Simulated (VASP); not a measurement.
# SiC (F-43m) in VASP: notebook

The runs below take SiC through vibrations by perturbation theory, with LDA.

All numbers are computed with VASP 6.6.1; they aren't measurements. Logs are shortened: lines on timing, memory, paths and dates and some standing lists are left out, and cuts for length are marked.

## 1. The cell of the first run

Symmetry: F-43m, No. 216, cubic system. The conventional cell has a = 4.285 Å, b = 4.285 Å, c = 4.285 Å, α = 90.00°, β = 90.00°, γ = 90.00°. Within 2.5 Å of Si (site symmetry -43m) lie 4 C at 1.86 Å. Within 2.5 Å of C (site symmetry -43m) lie 4 Si at 1.86 Å.

## 2. Vibrations by perturbation theory, LDA (volume scaled by 0.970)

Contents of INCAR:

```
SYSTEM = SiC
PREC     = Accurate       ! precision mode
ENCUT    = 520            ! plane-wave cutoff, eV
EDIFF    = 1E-8           ! SCF threshold, eV
ISMEAR   = 0              ! smearing method
SIGMA    = 0.01           ! smearing width, eV
LREAL    = .False.        ! projectors in reciprocal space
LASPH    = .True.         ! aspherical terms in the spheres
NELM     = 80             ! most SCF steps
ALGO     = Normal         ! electronic algorithm
ISIF     = 2              ! what is computed and relaxed
LWAVE    = .False.        ! write WAVECAR
LCHARG   = .False.        ! write CHGCAR
NBANDS   = 11             ! bands
IBRION   = 8              ! ionic algorithm
NSW      = 1              ! ionic steps
```

Contents of KPOINTS:

```
regular mesh
0
Gamma
  10 10 10
  0 0 0
```

Contents of POSCAR:

```
SiC
1.0
    0.0000000000      2.1426236296      2.1426236296
    2.1426236296      0.0000000000      2.1426236296
    2.1426236296      2.1426236296      0.0000000000
Si C
1 1
Direct
    0.0000000000      0.0000000000      0.0000000000
    0.7500000000      0.7500000000      0.7500000000
```

Potentials or basis: VASP PAW LDA potentials, release 64 (Si, C).

On the command line:

```sh
$ cat potpaw_LDA.64/Si/POTCAR potpaw_LDA.64/C/POTCAR > POTCAR
$ mpirun -np 1 vasp_std > vasp.out
```

OUTCAR:

```text
SYSTEM = SiC
   PREC = Accurate
   ENCUT = 520
   EDIFF = 1E-8
   ISMEAR = 0
   LREAL = .False.
   LASPH = .True.
   NELM = 80
   ISIF = 2
   IBRION = 8
   NSW = 1

 ion  position               nearest neighbor table
   1  0.000  0.000  0.000-   2 1.86   2 1.86   2 1.86   2 1.86
   2  0.750  0.750  0.750-   1 1.86   1 1.86   1 1.86   1 1.86

  LATTYP: Found a face centered cubic cell.
 ALAT       =     4.2852472592

  Lattice vectors:

 A1 = (   0.0000000000,   2.1426236296,   2.1426236296)
 A2 = (   2.1426236296,   0.0000000000,   2.1426236296)
 A3 = (   2.1426236296,   2.1426236296,   0.0000000000)

Analysis of symmetry for initial positions (statically):
=====================================================================
 Subroutine PRICEL returns:
 Original cell was already a primitive cell.

 Routine SETGRP: Setting up the symmetry group for a
 face centered cubic supercell.

 Subroutine GETGRP returns: Found 24 space group operations
 (whereof 24 operations were pure point group operations)
 out of a pool of 48 trial point group operations.

The static configuration has the point symmetry T_d .

Analysis of symmetry for dynamics (positions and initial velocities):
=====================================================================
 Subroutine PRICEL returns:
 Original cell was already a primitive cell.

 Routine SETGRP: Setting up the symmetry group for a
 face centered cubic supercell.

 Subroutine GETGRP returns: Found 24 space group operations
 (whereof 24 operations were pure point group operations)
 out of a pool of 48 trial point group operations.

The dynamic configuration has the point symmetry T_d .

 Subroutine INISYM returns: Found 24 space group operations
 (whereof 24 operations are pure point group operations),
 and found     1 'primitive' translations

----------------------------------------------------------------------------------------

                                     Primitive cell

  volume of cell :      19.6729

  direct lattice vectors                    reciprocal lattice vectors
     0.000000000  2.142623630  2.142623630    -0.233358763  0.233358763  0.233358763
     2.142623630  0.000000000  2.142623630     0.233358763 -0.233358763  0.233358763
     2.142623630  2.142623630  0.000000000     0.233358763  0.233358763 -0.233358763

  length of vectors
     3.030127396  3.030127396  3.030127396     0.404189234  0.404189234  0.404189234

  position of ions in fractional coordinates (direct lattice)
     0.000000000  0.000000000  0.000000000
     0.750000000  0.750000000  0.750000000

  ion indices of the primitive-cell ions
   primitive index   ion index
                 1           1
                 2           2

----------------------------------------------------------------------------------------

 KPOINTS: regular mesh

Automatic generation of k-mesh.
 Grid dimensions read from file:
 generate k-points for:   10   10   10

 Generating k-lattice:

  Cartesian coordinates                     Fractional coordinates (reciprocal lattice)
    -0.023335876  0.023335876  0.023335876     0.100000000  0.000000000  0.000000000
     0.023335876 -0.023335876  0.023335876     0.000000000  0.100000000  0.000000000
     0.023335876  0.023335876 -0.023335876     0.000000000  0.000000000  0.100000000

  Length of vectors
     0.040418923  0.040418923  0.040418923

  Shift w.r.t. Gamma in fractional coordinates (k-lattice)
     0.000000000  0.000000000  0.000000000

 Subroutine IBZKPT returns following result:
 ===========================================

 Found     47 irreducible k-points:

 Following reciprocal coordinates:
            Coordinates               Weight
  0.000000  0.000000  0.000000      1.000000
  0.100000  0.000000  0.000000      8.000000
  0.200000  0.000000  0.000000      8.000000
  0.300000  0.000000  0.000000      8.000000
  0.400000  0.000000  0.000000      8.000000
  0.500000  0.000000  0.000000      4.000000
[... 16 lines left out ...]
  0.300000  0.300000  0.000000      6.000000
  0.400000  0.300000  0.000000     24.000000
 [... further k-points ...]
[... 22 lines left out ...]
   IBRION =      8    ionic relax: 0-MD 1-quasi-New 2-CG
   NFREE  =      0    steps in history (QN), initial steepest desc. (CG)
   ISIF   =      2    stress and relaxation
   ISYM   =      2    0-nonsym 1-usesym 2-fastsym
   POTIM  = 0.5000    time-step for ionic-motion
   TEBEG  =    0.0;   TEEND  =   0.0 temperature during run
   PSTRESS=    0.0 pullay stress
   NELECT =       8.0000    total number of electrons
   NUPDOWN=      -1.0000    fix difference up-down
   EMIN   =  10.00;   EMAX   =-10.00  energy-range for DOS
   EFERMI =   0.00;   METHOD = LEGACY
   ISMEAR =     0;   SIGMA  =   0.01  broadening in eV -4-tet -1-fermi 0-gaus
   EFERMI_NEDOS =   21; number of points for ismear=-14 and -15
   IALGO  =     38    algorithm
   IMIX   =      4    mixing-type and parameters
     AMIX     =   0.40;   BMIX     =  1.00
     AMIX_MAG =   1.60;   BMIX_MAG =  1.00
  volume/ion in A,a.u.               =       9.84        66.38
  Fermi-wavevector in a.u.,A,eV,Ry     =   1.212874  2.291999 20.015024  1.471063
  Thomas-Fermi vector in A             =   2.348344
   LORBIT       =      0    0 simple, 1 ext, 2 COOP (PROOUT), +10 PAW based schemes
   GGA     = CA    functional components
   LHFCALC =     F    Hartree Fock is set to
   AEXX    =    0.0000 exact exchange contribution
   IVDW    =     0    specifies the selected vdW correction
   LEPSILON=     F    determine dielectric tensor
   LRPA    =     F    only Hartree local field effects (RPA)
 non-spin polarized calculation
 Gauss-broadening in eV      SIGMA  =   0.01
  energy-cutoff  :      520.00
  volume of cell :       19.67
 maximum number of plane-waves:       544
   NGX = 11   NGY = 11   NGZ = 11

--------------------------------------- Ionic step        1  -------------------------------------------

 number of electron       7.9999999 magnetization

 Free energy of the ion-electron system (eV)
  ---------------------------------------------------
  ext. energy  EPLUGINS =         0.00000000
  ---------------------------------------------------
  free energy    TOTEN  =       -16.62691663 eV

  energy without entropy =      -16.62691663  energy(sigma->0) =      -16.62691663

 E-fermi :   8.7873     XC(G=0): -11.7728

 val. band max:        8.6463488666   @ k =   0.0000   0.0000   0.0000
 cond. band min:       9.9064283393   @ k =   0.5000   0.5000   0.0000
 fundamental gap:      1.2600794727
 Fermi energy:         8.7872557073

 k-point     1 :       0.0000    0.0000    0.0000
  band No.  band energies     occupation
      1      -7.0694      2.00000
      2       8.6463      2.00000
      3       8.6463      2.00000
      4       8.6463      2.00000
      5      15.5368      0.00000
      6      16.1936      0.00000
      7      16.1936      0.00000
      8      16.1936      0.00000
      9      23.4028      0.00000
     10      23.4028      0.00000
     11      25.6138      0.00000
[... 309 lines left out ...]
 k-point    24 :       0.4000    0.3000    0.0000
  band No.  band energies     occupation
      1      -3.7723      2.00000
      2       3.0551      2.00000
      3       5.3806      2.00000
      4       5.9353      2.00000
      5      11.4883      0.00000
      6      14.3603      0.00000
      7      20.6801      0.00000
      8      20.9063      0.00000
      9      22.8375      0.00000
     10      27.0782      0.00000
     11      30.5369      0.00000

 [... further k-points ...]

------------------------ aborting loop because EDIFF is reached ----------------------------------------

  FORCE on cell =-STRESS in cart. coord.  units (eV):
  Direction    XX          YY          ZZ          XY          YZ          ZX
  --------------------------------------------------------------------------------------
  -------------------------------------------------------------------------------------
  Total        0.9630154      0.9630154      0.9630154     -0.0000000      0.0000000     -0.0000000
  in kB       78.4289071     78.4289071     78.4289071     -0.0000000      0.0000000     -0.0000000
  external PRESSURE =      78.4289071 kB  Pullay stress =       0.0000000 kB

 VOLUME and BASIS-vectors are now :
 -----------------------------------------------------------------------------
  energy-cutoff  :      520.00
  volume of cell :       19.67
      direct lattice vectors                 reciprocal lattice vectors
     0.000000000  2.142623630  2.142623630    -0.233358763  0.233358763  0.233358763
     2.142623630  0.000000000  2.142623630     0.233358763 -0.233358763  0.233358763
     2.142623630  2.142623630  0.000000000     0.233358763  0.233358763 -0.233358763

 POSITION                                       TOTAL-FORCE (eV/Angst)
 -----------------------------------------------------------------------------------
      0.00000      0.00000      0.00000        -0.000000     -0.000000     -0.000000
      3.21394      3.21394      3.21394         0.000000      0.000000      0.000000
 -----------------------------------------------------------------------------------
    total drift:                               -0.000000     -0.000000     -0.000000

  FREE ENERGIE OF THE ION-ELECTRON SYSTEM (eV)
  ---------------------------------------------------
  free  energy   TOTEN  =       -16.6269166343 eV

  energy  without entropy=      -16.6269166343  energy(sigma->0) =      -16.62691663

[... ionic steps 2 to 3 ...]

--------------------------------------- Ionic step        4  -------------------------------------------

------------------------ aborting loop because EDIFF is reached ----------------------------------------

[... ionic steps 5 to 6 ...]

--------------------------------------- Ionic step        7  -------------------------------------------

 Free energy of the ion-electron system (eV)
  ---------------------------------------------------
  ---------------------------------------------------
  free energy    TOTEN  =        -0.12567436 eV

  energy without entropy =       -0.12567436

------------------------ aborting loop because EDIFF is reached ----------------------------------------

 INTERNAL STRAIN TENSOR  FOR ION    2  DIRECTION 1   (eV/Angst):
 -----------------------------------------------------------------------------
    -0.00308  0.00000  0.00000
     0.00000  0.00092 10.40297
     0.00000 10.40297  0.00092

 INTERNAL STRAIN TENSOR FOR ION    2 for displacements in x,y,z  (eV/Angst):
          X           Y           Z          XY          YZ          ZX
  --------------------------------------------------------------------------------
  x     0.00000     0.00000     0.00000     0.00000    10.40297     0.00000
  y     0.00000     0.00000     0.00000     0.00000     0.00000    10.40297
  z     0.00000     0.00000     0.00000    10.40297     0.00000     0.00000

 SECOND DERIVATIVES (NOT SYMMETRIZED)
 ------------------------------------
               1X          1Y          1Z          2X          2Y          2Z
  1X   -21.094558    0.000000    0.000000   21.094558    0.000000    0.000000
  1Y     0.000000  -21.094558    0.000000    0.000000   21.094558    0.000000
  1Z     0.000000    0.000000  -21.094558    0.000000    0.000000   21.094558
  2X    21.093654    0.000000    0.000000  -21.093654    0.000000    0.000000
  2Y     0.000000   21.093654    0.000000    0.000000  -21.093654    0.000000
  2Z     0.000000    0.000000   21.093654    0.000000    0.000000  -21.093654

 Eigenvectors and eigenvalues of the dynamical matrix
 ----------------------------------------------------

   1 f  =   24.754442 THz   155.536748 2PiTHz  825.719316 cm-1   102.376101 meV
             X         Y         Z           dx          dy          dz
      0.000000  0.000000  0.000000    -0.537791    0.053950    0.086230
      3.213935  3.213935  3.213935     0.822340   -0.082496   -0.131856
[... 21 lines left out ...]
   6 f/i=    0.000243 THz     0.001526 2PiTHz    0.008103 cm-1     0.001005 meV
             X         Y         Z           dx          dy          dz
      0.000000  0.000000  0.000000    -0.342679    0.759739   -0.076177
      3.213935  3.213935  3.213935    -0.224104    0.496851   -0.049818

--------------------------------------------------------------------------------------------------------

 ELASTIC MODULI CONTR FROM IONIC RELAXATION (kBar)
 Direction    XX          YY          ZZ          XY          YZ          ZX
 --------------------------------------------------------------------------------
 XX          -0.0000     -0.0000      0.0000      0.0000     -0.0000     -0.0000
 YY          -0.0000     -0.0000      0.0000      0.0000     -0.0000     -0.0000
 ZZ           0.0000      0.0000     -0.0000     -0.0000      0.0000      0.0000
 XY           0.0000      0.0000     -0.0000   -388.0403      0.0000      0.0000
 YZ          -0.0000     -0.0000      0.0000      0.0000   -388.0403      0.0000
 ZX          -0.0000     -0.0000      0.0000      0.0000      0.0000   -388.0403
 --------------------------------------------------------------------------------
```

Run time: 26 s. Hardware: 1 thread of Intel Xeon 6975P-C (Granite Rapids), shared host; peak memory 0.19 GiB.

What came out:

* Highest phonon frequency at Γ, LO-TO splitting left out: 826 cm⁻¹

Phonon frequencies in cm⁻¹ (negative: imaginary):
```tsv
q point	frequencies
(0.000, 0.000, 0.000)	0 0 0 826 826 826
```

Caveat: the cell wasn't relaxed at this level first, which shifts response properties.

(Continued in part 2 of 2.)
